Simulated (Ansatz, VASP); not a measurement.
**Tc in VASP and in Ansatz**

Contents of INCAR:

```
SYSTEM = Tc
PREC = Accurate ; ENCUT = 520
EDIFF = 1E-8 ; ISMEAR = 0
SIGMA = 0.05 ; LREAL = .FALSE.
LASPH = .TRUE. ; NELM = 80
ALGO = Normal ; ISIF = 2
LWAVE = .FALSE. ; LCHARG = .FALSE.
GGA = PS ; LEFG = .TRUE.
NBANDS = 20
```

The input KPOINTS:

```
regular mesh
0
G
  18 18 10
  0 0 0
```

Contents of POSCAR:

```
Tc
1.0
    2.7242149808      0.0000000000      0.0000000000
   -1.3621074904      2.3592393787      0.0000000000
    0.0000000000      0.0000000000      4.3557473420
Tc
2
Direct
    0.3333333333      0.6666666667      0.2500000000
    0.6666666667      0.3333333333      0.7500000000
```

Input for Ansatz:

```yaml
crystal:
  lattice:
    - [2.7242149808, 0.0, 0.0]
    - [-1.3621074904, 2.3592393787, 0.0]
    - [0.0, 0.0, 4.355747342]
  atoms:
    - { symbol: Tc, position: [0.3333333333, 0.6666666667, 0.25] }
    - { symbol: Tc, position: [0.6666666667, 0.3333333333, 0.75] }
basis:
  ecutwfc: 600
  ecutrho_ratio: 5
kpoints:
  mp_grid: { grid: [18, 18, 10] }
hamiltonian:
  xc: pbesol
scf:
  occupations: { method: gaussian, width: 0.05 }
output:
  forces: true
  stress: true
  eigenvalues: true
  efg: { contact_densities: true }
```

Alike in both runs: task electric field gradients; functional PBEsol; k mesh 18 × 18 × 10; occupations gaussian, width 0.05 eV; no spin polarisation.

|  | VASP | Ansatz |
| --- | --- | --- |
| version | VASP 6.6.1 | Ansatz 0.2.0 |
| potentials or method | VASP PAW PBE potentials, release 64 (Tc_pv), cutoff 520 eV | scalar-relativistic, plane waves, PAW |
| valence electrons in the cell | 26 | 30 |

Ansatz gave:

| Item | Value |
| --- | --- |
| gap on the k mesh at the Fermi level (eV) | none |
| pressure (GPa) | 0.0 |
| size of Vzz on the site where it differs most (V/Å²) | 18.0 |

Estimate VASP's values.

gap on the k mesh at the Fermi level (eV): none; pressure (GPa): -0.7; size of Vzz on the site where it differs most (V/Å²): 17.5.

VASP's potentials were made for PBE, not for PBEsol. A gap of «none» marks a metal or a gap that the smearing closes. VASP's potentials hold 26 valence electrons a cell and Ansatz's 30, so a difference there can come from the potentials and not from the codes.
